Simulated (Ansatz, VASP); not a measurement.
Two plane-wave programs on Sn

```xyz
2
Lattice="0.0000 3.4072 3.4072 3.4072 0.0000 3.4072 3.4072 3.4072 0.0000" Properties=species:S:1:pos:R:3 pbc="T T T"
Sn    3.4072    3.4072    3.4072
Sn    5.1108    5.1108    5.1108
```

Alike in both runs: task single point; functional BLYP; k mesh 13 × 13 × 13; occupations fermi-dirac, width 0.1 eV; no spin polarisation.

|  | VASP | Ansatz |
| --- | --- | --- |
| version | VASP 6.6.1 | Ansatz 0.2.0 |
| potentials or method | VASP PAW PBE potentials, release 64 (Sn_d), cutoff 520 eV | plane waves (420 eV) with PAW, scalar-relativistic |
| valence electrons in the cell | 28 | 28 |

VASP gave:

| Quantity | Value |
| --- | --- |
| pressure (GPa) | -0.1 |

**Question.** Estimate Ansatz's values.

**Answer.** Pressure (GPa): 0.0.

VASP's potentials were made for PBE, not for BLYP. With one functional, cell and mesh, what is left measures potentials, basis and numerics.
